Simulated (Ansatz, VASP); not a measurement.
# Two plane-wave programs on TiO2

```
CELL_PARAMETERS angstrom
-1.87940 1.87940 4.72537
1.87940 -1.87940 4.72537
1.87940 1.87940 -4.72537
ATOMIC_POSITIONS crystal
Ti 0.75000 0.25000 0.50000
Ti 0.00000 0.00000 0.00000
O 0.79190 0.79190 0.00000
O 0.54190 0.04190 0.50000
O 0.95810 0.45810 0.50000
O 0.20810 0.20810 0.00000
```

Alike in both runs: task single point; functional RPBE; k mesh 10 × 10 × 10; occupations fermi-dirac, width 0.05 eV; no spin polarisation.

|  | VASP | Ansatz |
| --- | --- | --- |
| version | VASP 6.6.1 | Ansatz 0.2.0 |
| potentials or method | VASP PAW PBE potentials, release 64 (Ti_sv, O) | Ansatz PAW |
| plane-wave cutoff (eV) | 520 | 420 |
| valence electrons in the cell | 48 | 48 |

VASP gave:

| Property | Result |
| --- | --- |
| gap on the k mesh at the Fermi level (eV) | 2.20 |
| least direct gap on the mesh (eV) | 2.53 |
| pressure (GPa) | 15.4 |
| traceless stress, the component that is largest in VASP (GPa) | 1.19 |
| rms of the force components (eV/Å) | 0.149 |

**Question.** Which values does Ansatz return?

**Answer.** gap on the k mesh at the Fermi level (eV): 2.23; least direct gap on the mesh (eV): 2.55; pressure (GPa): 14.7; traceless stress, the component that is largest in VASP (GPa): 1.08; rms of the force components (eV/Å): 0.139.

VASP's potentials were made for PBE, not for RPBE. Atom by atom the forces differ by 0.010 eV/Å (rms over components).
